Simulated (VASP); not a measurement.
A run of VASP 6.6.1 is set up as follows.

INCAR

```
SYSTEM = Al
PREC     = Accurate       ! precision mode
ENCUT    = 520            ! plane-wave cutoff, eV
EDIFF    = 1E-6           ! SCF threshold, eV
ISMEAR   = 0              ! smearing method
SIGMA    = 0.15           ! smearing width, eV
LREAL    = .FALSE.        ! projectors in reciprocal space
LASPH    = .TRUE.         ! aspherical terms in the spheres
NELM     = 80             ! most SCF steps
ALGO     = Normal         ! electronic algorithm
ISIF     = 2              ! what is computed and relaxed
LWAVE    = .FALSE.        ! write WAVECAR
LCHARG   = .FALSE.        ! write CHGCAR
GGA      = PE             ! functional
IVDW     = 12             ! dispersion correction
NBANDS   = 8              ! bands
```

The input KPOINTS:

```
Automatic mesh
0
G
  20 20 20
  0 0 0
```

The input POSCAR:

```
Al
1.0
    0.0000000000      2.0239800000      2.1454188000
    2.0239800000      0.0000000000      2.1454188000
    2.0239800000      2.0239800000      0.0000000000
Al
1
Direct
    0.0000000000      0.0000000000      0.0000000000
```

Potentials or basis: VASP PAW PBE potentials, release 64 (Al).

Run with:

```sh
$ cat potpaw_PBE.64/Al/POTCAR > POTCAR
$ mpirun -np 1 vasp_std > vasp.out
```

(1) Estimate the pressure.

(2) Predict the dispersion energy per atom.

Results:

(1) -7.1 GPa.

(2) -0.315 eV.

Caveat: the cell differs from its parent crystal (strain +0.0600 x Voigt [0, 0, 1, 0, 0, 0]); pairwise dispersion overbinds metals, which lowers pressure and volume.
